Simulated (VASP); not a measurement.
# Al48O73 (a cell with a defect) in VASP: single point with PBEsol

Aim: the single point of Al48O73 (a cell with a defect) with PBEsol.

All numbers are computed with VASP 6.6.1; they aren't measurements. Logs are shortened: lines on timing, memory, paths and dates and some standing lists are left out, and cuts for length are marked.

## (1) The cell of the first run

The cell holds a defect, 121 atoms: a = 9.548 Å, b = 9.548 Å, c = 13.014 Å, α = 90.00°, β = 90.00°, γ = 120.00°.

## (2) Single point, PBEsol, collinear spin

Contents of INCAR:

```
SYSTEM = Al48O73
PREC     = Accurate       ! precision mode
ENCUT    = 520            ! plane-wave cutoff, eV
EDIFF    = 1E-6           ! SCF threshold, eV
ISMEAR   = -1             ! smearing method
SIGMA    = 0.05           ! smearing width, eV
LREAL    = Auto         
LASPH    = .TRUE.         ! aspherical terms in the spheres
NELM     = 200            ! most SCF steps
ALGO     = Normal         ! electronic algorithm
ISIF     = 2              ! what is computed and relaxed
LWAVE    = .FALSE.        ! write WAVECAR
LCHARG   = .FALSE.        ! write CHGCAR
ISPIN    = 2              ! spin polarisation
MAGMOM   = 0 0 0 0 0 0 0 0 0 0 0 0 0 0 0 0 0 0 0 0.111 0 0 0 0 0 0 0 0.111 0 0 0 0 0 0 0 0 0 0 0 0 0 0 0 0 0 0 0 0 0 0 0 0 0 0 0 0 0 0 0 0 0 0 0 0 0 0 0 0 0 0 0 0.111 0 0 0 0.111 0 0 0.111 0 0 0 0 0 0 0 0 0 0 0 0 0 0 0.111 0 0 0.111 0 0 0 0.111 0 0 0 0 0 0 0 0 0 0 0 0 0 0 0 0 0 0 0 0.111 ! initial moments
LORBIT   = 11             ! projections on sites
NUPDOWN  = 1.0            ! fixed moment
GGA      = PS             ! functional
NBANDS   = 361            ! bands
NELECT   = 581.0        
ISYM     = -1           
GGA_COMPAT= .FALSE.      
KPAR     = 1
```

Contents of KPOINTS:

```
explicit points
1
Reciprocal
  0.25000000   0.25000000   0.25000000 1
```

Contents of POSCAR:

```
Al48O73
1.0
    9.5478620000      0.0000000000      0.0000000000
   -4.7739310000      8.2686910000      0.0000000000
    0.0000000000      0.0000000000     13.0135760000
Al O
48 73
Direct
    0.3339620000      0.1666360000      0.1850300000
    0.3340760000      0.6666870000      0.1852000000
    0.8338010000      0.1664360000      0.1838290000
    0.8341470000      0.6668600000      0.1848560000
    0.1668070000      0.3333140000      0.0187600000
    0.1669490000      0.8332740000      0.0192750000
[... 113 lines left out ...]
    0.6668620000      0.9863000000      0.9165470000
    0.5001510000      0.4998060000      0.4997250000
```

Potentials or basis: VASP PAW PBE potentials, release 64 (Al, O).

The run is started by

```bash
cat potpaw_PBE.64/Al/POTCAR potpaw_PBE.64/O/POTCAR > POTCAR
mpirun -np 4 vasp_std > vasp.out
```

OUTCAR:

```text
SYSTEM = Al48O73
   PREC = Accurate
   ENCUT = 520
   EDIFF = 1E-6
   ISMEAR = -1
   LREAL = Auto
   LASPH = .TRUE.
   NELM = 200
   ISIF = 2
   ISPIN = 2
   LORBIT = 11
   NUPDOWN = 1.0
   GGA = PS
   NELECT = 581.0
   ISYM = -1

 ion  position               nearest neighbor table
   1  0.334  0.167  0.185-  49 1.86  59 1.86  61 1.87  53 1.97  89 1.97  65 1.97  41 2.65  23 2.80
                            21 2.80  24 2.80   9 3.22  10 3.22  11 3.23
   2  0.334  0.667  0.185-  62 1.86  50 1.86  60 1.87  90 1.97  54 1.97  66 1.97  42 2.65  23 2.80
                            24 2.80  22 2.80  12 3.22  10 3.23   9 3.24
   3  0.834  0.166  0.184-  63 1.86  51 1.86  57 1.86  55 1.96  91 1.96  67 1.97  43 2.64  21 2.80
                            23 2.80  22 2.80  11 3.19  12 3.20   9 3.20
   4  0.834  0.667  0.185-  58 1.86  64 1.86  52 1.87  92 1.97  56 1.97  68 1.97  44 2.65  22 2.80
                            21 2.80  24 2.80  11 3.22  10 3.23  12 3.23
   5  0.167  0.333  0.019-  91 1.86  65 1.86  54 1.86 105 1.97  81 1.97 117 1.97  45 2.65  41 2.80
                            42 2.80  43 2.80  24 3.22  22 3.22  21 3.22
   6  0.167  0.833  0.019-  92 1.86  53 1.86  66 1.86 106 1.97 118 1.98  82 1.98  46 2.64  42 2.80
                            41 2.80  44 2.80  21 3.22  22 3.22  23 3.22
   7  0.667  0.333  0.019-  67 1.86  56 1.86  89 1.86 107 1.97  83 1.97 119 1.98  47 2.65  43 2.80
                            44 2.80  41 2.80  24 3.22  23 3.22  22 3.22
   8  0.667  0.834  0.019-  55 1.86  90 1.86  68 1.86 108 1.97 120 1.97  84 1.97  48 2.65  44 2.80
                            43 2.80  42 2.80  24 3.22  23 3.22  21 3.22
   9  0.164  0.330  0.312-  57 1.83  50 1.85  61 1.86  73 1.97  77 1.99 101 1.99  13 2.69  17 2.78
[... 7 lines left out ...]
  13  0.160  0.332  0.519-  95 1.84  70 1.86  97 1.86  77 1.94  73 1.98 101 2.02   9 2.69  39 2.74
                            37 2.85  38 2.86  26 3.20  25 3.22  28 3.29
  14  0.167  0.834  0.519-  98 1.85  69 1.85  96 1.86  78 1.96 102 1.97  74 1.97  10 2.67  40 2.74
                            38 2.74  37 2.74  25 3.23  27 3.24  26 3.24
  15  0.668  0.327  0.517-  99 1.84  93 1.86  72 1.88  75 1.93 103 1.97  79 2.00  11 2.67  39 2.74
                            37 2.84  40 2.86  27 3.20  26 3.24  28 3.33
  16  0.672  0.840  0.518-  71 1.85 100 1.86  94 1.88 104 1.95  80 1.97  76 2.02  12 2.68  39 2.74
                            38 2.84  40 2.85  25 3.20  27 3.24  28 3.30
  17  0.001  0.000  0.351-  78 1.86 104 1.86  73 1.88  49 1.96  57 1.97  64 1.97  21 2.66   9 2.78
                            10 2.80  12 2.80  37 3.20  40 3.22  39 3.23
  18  0.001  0.500  0.351-  74 1.86  77 1.86 103 1.87  58 1.96  50 1.97  63 1.97  22 2.66  11 2.79
                            10 2.80   9 2.81  40 3.20  39 3.24  38 3.24
  19  0.500  0.999  0.351- 102 1.86  75 1.86  80 1.87  62 1.96  51 1.97  59 1.97  23 2.66  12 2.78
                            10 2.79  11 2.80  38 3.20  39 3.24  37 3.24
  20  0.502  0.500  0.349-  52 1.94  60 1.94  61 1.95  76 1.95  79 1.95 121 1.97 101 1.97  24 2.63
                            11 2.81  12 2.82   9 2.84  40 3.29  37 3.30  38 3.33
  21  0.001  1.000  0.147-  92 1.86  65 1.86  55 1.86  57 1.97  64 1.97  49 1.98  17 2.66   3 2.80
                             4 2.80   1 2.80   6 3.22   5 3.22   8 3.22
  22  0.000  0.500  0.147-  66 1.85  91 1.86  56 1.86  63 1.97  58 1.98  50 1.99  18 2.66   4 2.80
                             3 2.80   2 2.80   6 3.22   5 3.22   7 3.22
  23  0.500  1.000  0.147-  53 1.86  90 1.86  67 1.86  59 1.97  51 1.97  62 1.98  19 2.66   1 2.80
[... 749 lines left out ...]
    301      15.2261      0.00000
    302      15.2428      0.00000
 Fermi energy:         6.9384941435

 spin component 2

 k-point     1 :       0.2500    0.2500    0.2500
  band No.  band energies     occupation
      1     -13.3784      1.00000
      2     -12.8316      1.00000
      3     -12.6740      1.00000
      4     -12.6503      1.00000
      5     -12.4619      1.00000
      6     -12.4086      1.00000
[... 294 lines left out ...]
    301      15.2288      0.00000
    302      15.2542      0.00000
 [bands above 302 left out]

------------------------ aborting loop because EDIFF is reached ----------------------------------------

  FORCE on cell =-STRESS in cart. coord.  units (eV):
  Direction    XX          YY          ZZ          XY          YZ          ZX
  --------------------------------------------------------------------------------------
  -------------------------------------------------------------------------------------
  Total        2.2022435      2.9448503     -5.0493460     -0.3070386      0.2212532     -1.5171410
  in kB        3.4342854      4.5923423     -7.8741950     -0.4788110      0.3450329     -2.3659032
  external PRESSURE =       0.0508109 kB  Pullay stress =       0.0000000 kB

 VOLUME and BASIS-vectors are now :
 -----------------------------------------------------------------------------
  energy-cutoff  :      520.00
  volume of cell :     1027.40
      direct lattice vectors                 reciprocal lattice vectors
     9.547862000  0.000000000  0.000000000     0.104735489  0.060469063  0.000000000
    -4.773931000  8.268691000  0.000000000     0.000000000  0.120938127  0.000000000
     0.000000000  0.000000000 13.013576000     0.000000000  0.000000000  0.076842829

 POSITION                                       TOTAL-FORCE (eV/Angst)
 -----------------------------------------------------------------------------------
      2.39311      1.37786      2.40790         0.000262     -0.000791      0.004798
      0.00699      5.51263      2.41011        -0.004362     -0.006631     -0.002821
      7.16646      1.37621      2.39227         0.005164     -0.000125     -0.003227
      4.78078      5.51406      2.40564        -0.002185      0.000103      0.008491
      0.00143      2.75607      0.24413         0.004064      0.002332     -0.005348
     -2.38399      6.89009      0.25084        -0.000045     -0.003363     -0.004263
[... 113 lines left out ...]
      1.65858      8.15541     11.92755         0.001077     -0.004409      0.000780
      2.38933      4.13274      6.50321        -0.006394      0.003175      0.005826
 -----------------------------------------------------------------------------------
    total drift:                               -0.016168     -0.004035     -0.000073

  FREE ENERGIE OF THE ION-ELECTRON SYSTEM (eV)
  ---------------------------------------------------
  free  energy   TOTEN  =      -950.8159163443 eV

  energy  without entropy=     -950.8144443475  energy(sigma->0) =     -950.81518035

 total charge

# of ion       s       p       d       tot
------------------------------------------
    1        0.311   0.400   0.000   0.711
    2        0.311   0.400   0.000   0.711
    3        0.312   0.404   0.000   0.716
    4        0.311   0.400   0.000   0.711
    5        0.312   0.401   0.000   0.713
    6        0.312   0.402   0.000   0.714
[... 113 lines left out ...]
  120        1.542   3.622   0.000   5.164
  121        1.647   3.168   0.000   4.815
--------------------------------------------------
tot        127.768 282.728   0.000 410.496

 magnetization (x)

# of ion       s       p       d       tot
------------------------------------------
    1        0.000  -0.000   0.000  -0.000
    2        0.000   0.000   0.000   0.000
    3        0.000  -0.000   0.000  -0.000
    4       -0.000  -0.000   0.000  -0.000
    5        0.000   0.000   0.000   0.000
    6        0.000   0.000   0.000   0.000
[... 113 lines left out ...]
  120        0.000   0.000   0.000   0.000
  121        0.005   0.511   0.000   0.517
--------------------------------------------------
tot          0.016   0.872   0.000   0.888
```

stdout:

```text
POSCAR found type information on POSCAR AlO
 POSCAR found :  2 types and     121 ions
 scaLAPACK will be used
 -----------------------------------------------------------------------------
|                                                                             |
|                                                                             |
[... 20 lines left out ...]
|                                                                             |
 -----------------------------------------------------------------------------

 POSCAR, INCAR and KPOINTS ok, starting setup
 FFT: planning ... GRIDC
 FFT: planning ... GRID_SOFT
 FFT: planning ... GRID
 WAVECAR not read
 entering main loop
 the old and the new charge density differ
 old charge density:   582.00000 new  580.99999
    0.573E+01
```

It took 15 min on 4 MPI ranks of AMD EPYC 7R43 (Zen 3), shared host; peak memory 0.55 GiB.

Results:

| Property | Result |
| --- | --- |
| Free energy | -950.8159 eV |
| Largest force | 0.020 eV/Å |
| Net moment | 1.00 μB per cell |
| Site moments | Al -0.00, +0.00 (each value once); O +0.00, -0.01, -0.00, +0.01, -0.20, +0.18, -0.19, +0.52 (each value once) μB |
| Valence electrons inside the program's atomic spheres | Al 0.71, 0.72, 0.68 (each value once); O 5.16, 5.17, 5.09, 5.12, 5.11, 4.82 (each value once) |

Forces in eV/Å, atoms in the order of the input:
```
Al   0.000 -0.001  0.005
Al  -0.004 -0.007 -0.003
Al   0.005  0.000 -0.003
Al  -0.002  0.000  0.008
Al   0.004  0.002 -0.005
Al   0.000 -0.003 -0.004
Al  -0.001  0.002 -0.003
Al   0.000 -0.001  0.002
Al  -0.001 -0.016 -0.009
Al  -0.001 -0.002  0.010
Al   0.005  0.010  0.013
Al  -0.014  0.000 -0.002
Al   0.007  0.004  0.005
Al  -0.006 -0.001  0.004
Al  -0.013  0.004  0.003
Al   0.003 -0.004 -0.001
Al  -0.004 -0.005  0.002
Al   0.004  0.000  0.007
Al  -0.010  0.005  0.002
Al   0.001  0.001  0.002
Al   0.002  0.002  0.004
Al  -0.013 -0.004 -0.001
Al   0.001 -0.002  0.008
Al  -0.001  0.002  0.005
Al   0.001  0.004 -0.007
Al  -0.002 -0.002 -0.007
Al   0.004 -0.001  0.001
Al  -0.004  0.001 -0.001
Al   0.002 -0.007 -0.007
Al   0.003  0.004 -0.013
Al   0.002 -0.003 -0.009
Al   0.002  0.002 -0.003
Al   0.004  0.001 -0.009
Al   0.002 -0.006 -0.004
Al   0.002 -0.002 -0.005
Al  -0.003  0.003 -0.007
Al  -0.002  0.016 -0.004
Al   0.001 -0.001  0.000
Al   0.000  0.004 -0.006
Al  -0.006 -0.009  0.000
Al   0.001 -0.004 -0.001
Al   0.002  0.000 -0.005
Al  -0.004 -0.001 -0.002
Al  -0.002  0.005 -0.002
Al  -0.005 -0.002 -0.007
Al  -0.008  0.010 -0.012
Al  -0.004  0.002 -0.002
Al   0.003 -0.003 -0.007
O   -0.004  0.002 -0.002
O    0.001  0.006  0.007
O   -0.004  0.006 -0.002
O   -0.003 -0.002 -0.006
O   -0.004  0.008  0.000
O   -0.006  0.004  0.002
O   -0.001  0.003  0.004
O   -0.001  0.002  0.003
O   -0.002 -0.009 -0.002
O    0.005 -0.002 -0.004
O    0.000 -0.009 -0.004
O    0.004 -0.002  0.000
O    0.003  0.005  0.001
O    0.008  0.007  0.000
O    0.003  0.003 -0.004
O    0.005  0.000  0.000
O    0.003  0.002  0.001
O    0.005  0.000  0.004
O    0.004 -0.001  0.003
O    0.003  0.000 -0.002
O    0.001  0.008  0.000
O    0.000  0.003  0.000
O   -0.002  0.003  0.006
O   -0.003  0.003 -0.009
O   -0.002  0.004 -0.005
O   -0.006  0.002 -0.008
O   -0.005 -0.002 -0.001
O   -0.006 -0.006  0.004
O    0.007  0.004 -0.001
O    0.005  0.005 -0.003
O    0.003  0.004  0.004
O    0.010  0.000 -0.004
O    0.005  0.005  0.000
O    0.004  0.002  0.002
O    0.004  0.005  0.000
O    0.000  0.004  0.000
O   -0.001  0.005  0.006
O    0.002  0.007  0.010
O   -0.002  0.003  0.000
O   -0.003  0.008  0.004
O   -0.003 -0.007  0.000
O   -0.003  0.000  0.003
O    0.002 -0.004  0.006
O   -0.002 -0.001 -0.002
O   -0.004 -0.003  0.005
O   -0.001 -0.003  0.001
O   -0.004 -0.003  0.004
O   -0.004 -0.001  0.001
O    0.009 -0.004 -0.005
O    0.007 -0.002 -0.004
O    0.007 -0.003  0.002
O    0.002 -0.004  0.006
O    0.013  0.005  0.014
O    0.002 -0.007 -0.007
O    0.002 -0.004 -0.008
O    0.003 -0.010  0.006
O   -0.004  0.000  0.003
O   -0.007  0.000  0.001
O   -0.002 -0.001  0.007
O   -0.005  0.002 -0.001
O    0.008 -0.006  0.006
O    0.001 -0.001  0.001
O    0.004  0.000  0.003
O    0.004 -0.004  0.001
O   -0.002 -0.002  0.004
O   -0.005 -0.002  0.008
O   -0.004 -0.002  0.002
O   -0.002 -0.005  0.002
O    0.003 -0.005  0.003
O    0.004 -0.002  0.000
O    0.006 -0.009 -0.002
O    0.001 -0.004  0.001
O   -0.006  0.003  0.006
```

Caveat: the cell carries a net charge on a neutralising background, which shifts energy and pressure; the cell is charged against a uniform background, so pressure and absolute levels hang on convention; the PAW data sets were made with another functional, which shifts forces and pressure a little; the total moment is fixed, so each spin has its own Fermi level and the state may be an excited one.
